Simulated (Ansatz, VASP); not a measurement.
## C: VASP beside Ansatz

```
C
1.0
    -1.23249   -2.13474    0.00000
     1.23249   -2.13474    0.00000
     0.00000    0.00000   15.47687
C
8
Direct
  0.00000 0.00000 0.76188
  0.00000 0.00000 0.32650
  0.00000 0.00000 0.10880
  0.00000 0.00000 0.54419
  0.66667 0.66667 0.76188
  0.66667 0.66667 0.32650
  0.33333 0.33333 0.10880
  0.33333 0.33333 0.54419
```

Alike in both runs: task single point; functional PBE; dispersion D3(BJ); k mesh 22 × 22 × 4; occupations gaussian, width 0.15 eV; no spin polarisation.

```csv
,VASP,Ansatz
version,VASP 6.6.1,Ansatz 0.2.0
potentials or method,"VASP PAW PBE potentials, release 64 (C), cutoff 520 eV","scalar-relativistic, plane waves, PAW"
valence electrons in the cell,32,32
```

Ansatz gave:

- gap on the k mesh at the Fermi level (eV): 0.39
- least direct gap on the mesh (eV): 0.39
- pressure (GPa): 0.0
- traceless stress, the component that is largest in VASP (GPa): -0.13
- rms of the force components (eV/Å): 0.007

Task: Which values does VASP return?

Result: gap on the k mesh at the Fermi level (eV): 0.39; least direct gap on the mesh (eV): 0.39; pressure (GPa): 0.4; traceless stress, the component that is largest in VASP (GPa): -0.59; rms of the force components (eV/Å): 0.007.

Atom by atom the forces differ by 0.000 eV/Å (rms over components).
